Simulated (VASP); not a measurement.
CdSe, 2 atoms in the cell. It takes space group F-43m (No. 216, cubic). The conventional cell has a = 6.018 Å, b = 6.018 Å, c = 6.018 Å, α = 90.00°, β = 90.00°, γ = 90.00°. Within 3.4 Å of Cd (site symmetry -43m) lie 4 Se at 2.61 Å. Within 3.4 Å of Se (site symmetry -43m) lie 4 Cd at 2.61 Å. 

| Item | Value |
| --- | --- |
| Program | VASP 6.6.1 |
| Task | single point |
| Functional | PBEsol |
| Dispersion | D3(BJ) |
| Potentials or basis | VASP PAW PBE potentials, release 64 (Cd, Se) |
| Cutoff | 520 eV |
| k mesh | 8 × 8 × 8 |
| Occupations | fermi-dirac, width 0.05 eV |
| Spin | no spin polarisation |
| Dipole correction | no |
| Further INCAR settings | ALGO = Normal; EDIFF = 1e-06; NBANDS = 16 |

Potentials or basis: VASP PAW PBE potentials, release 64 (Cd, Se).

The run is started by

```console
$ cat potpaw_PBE.64/Cd/POTCAR potpaw_PBE.64/Se/POTCAR > POTCAR
$ mpirun -np 1 vasp_std > vasp.out
```

Hardware: 1 thread of Intel Xeon 8259CL, with other jobs on the host.

**Question.** How long does it take, and how much memory?

**Answer.** Run time: 35 s on 1 thread of Intel Xeon 8259CL, on a shared host, peak memory 0.19 GiB. Counts: scf iterations 12, k points 29.
